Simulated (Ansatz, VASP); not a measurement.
**Two plane-wave programs on MgS**

File POSCAR:

```
MgS
1.0
    0.0000000000      2.8097820000      2.3935180000
    2.8097820000      0.0000000000      2.3935180000
    2.8097820000      2.8097820000      0.0000000000
Mg S
1 1
Direct
    0.0000000000      0.0000000000      0.0000000000
    0.5000000000      0.5000000000      0.5000000000
```

File INCAR.step1:

```
SYSTEM = MgS
PREC = Accurate
ENCUT = 520
ISMEAR = 0
SIGMA = 0.05
LREAL = .False.
LASPH = .True.
NELM = 80
NBANDS = 11
GGA = PE
ALGO = Normal
EDIFF = 1E-4
LWAVE = .True.
LCHARG = .False.
```

INCAR.step2

```
SYSTEM = MgS
PREC = Accurate
ENCUT = 520
EDIFF = 1E-6
ISMEAR = 0
SIGMA = 0.05
LREAL = .False.
LASPH = .True.
NELM = 80
ALGO = Normal
ISIF = 2
LWAVE = .False.
LCHARG = .False.
METAGGA = R2SCAN
LMIXTAU = .True.
NBANDS = 11
ISTART = 1
```

KPOINTS

```
Automatic mesh
0
Gamma
  8 8 8
  0 0 0
```

Input for Ansatz:

```yaml
crystal:
  lattice:
    - [0.0, 2.809782, 2.393518]
    - [2.809782, 0.0, 2.393518]
    - [2.809782, 2.809782, 0.0]
  atoms:
    - { symbol: Mg, position: [0.0, 0.0, 0.0] }
    - { symbol: S, position: [0.5, 0.5, 0.5] }
basis:
  ecutwfc: 500
kpoints:
  mp_grid: { grid: [8, 8, 8] }
hamiltonian:
  xc: r2scan
scf:
  occupations: { method: gaussian, width: 0.05 }
output:
  forces: true
  stress: true
  eigenvalues: true
```

Change from the starting cell: strain +0.080 along x and y, -0.080 along z, atoms carried along.

Alike in both runs: task single point; functional r2SCAN; k mesh 8 × 8 × 8; occupations gaussian, width 0.05 eV; no spin polarisation.

|  | VASP | Ansatz |
| --- | --- | --- |
| version | VASP 6.6.1 | Ansatz 0.2.0 |
| potentials or method | VASP PAW PBE potentials, release 64 (Mg, S), cutoff 520 eV | scalar-relativistic, plane waves, PAW |
| valence electrons in the cell | 8 | 16 |

|  | VASP | Ansatz | Ansatz less VASP |
| --- | --- | --- | --- |
| gap on the k mesh at the Fermi level (eV) | 2.91 | 2.94 | +0.030 |
| least direct gap on the mesh (eV) | 3.83 | 3.85 | +0.024 |
| pressure (GPa) | -1.4 | -1.0 | +0.38 |
| traceless stress, the component that is largest in VASP (GPa) | 10.68 | 10.87 | +0.188 |

VASP's potentials were made for PBE, not for r2SCAN. With one functional, cell and mesh, what is left measures potentials, basis and numerics. VASP's potentials hold 8 valence electrons a cell and Ansatz's 16, so a difference there can come from the potentials and not from the codes.
